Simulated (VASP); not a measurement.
Runs of VASP 6.6.1 on Al3Cl. The structure is that of space group P6/mmm (No. 191), or close to it. The cells are those of the table. The cell was built from a structure type or drawn by symmetry, and may not be a known phase.

```csv
task,cell,k mesh,cutoff (eV),gap on the mesh (eV),pressure (GPa),relaxed volume (Å³/atom)
relaxation of cell and atoms,"relaxed from a = 4.585, b = 4.585, c = 4.507 Å, angles 90.0, 90.0, 120.0°, 4 atoms",6 × 6 × 4,600,none,0.1,(a)
relaxation of cell and atoms,"relaxed from a = 5.704, b = 5.704, c = 2.982 Å, angles 90.0, 90.0, 120.0°, 4 atoms",12 × 12 × 16,600,none,0.0,20.91
single point,"a = 5.704, b = 5.704, c = 2.982 Å, angles 90.0, 90.0, 120.0°, 4 atoms",6 × 6 × 6,520,none,-0.1,-
single point,"a = 5.710, b = 5.710, c = 2.963 Å, angles 90.0, 90.0, 120.0°, 4 atoms",12 × 12 × 16,520,none,0.0,-
relaxation of cell and atoms,"relaxed from a = 5.727, b = 5.727, c = 2.928 Å, angles 90.0, 90.0, 120.0°, 4 atoms",6 × 6 × 6,600,none,-0.1,21.01
single point,"a = 4.585, b = 4.585, c = 4.507 Å, angles 90.0, 90.0, 120.0°, 4 atoms",6 × 6 × 4,520,none,22.8,-
single point,"a = 5.727, b = 5.727, c = 2.928 Å, angles 90.0, 90.0, 120.0°, 4 atoms",6 × 6 × 4,520,none,0.1,-
```

Alike in all rows: level PBE; potentials or basis VASP PAW PBE potentials, release 64 (Al, Cl); no spin polarisation; smearing gaussian 0.1 eV.

Problem. Fill in the values left out.

Solution. (a) 20.80.

Caveats: some runs use coarse meshes; a cell axis changed by over 15 % at a fixed basis, so the end point is rough (at least some runs); the cell stands under pressure (at least some runs).

A gap of «none» marks levels without a gap at the run's occupations.
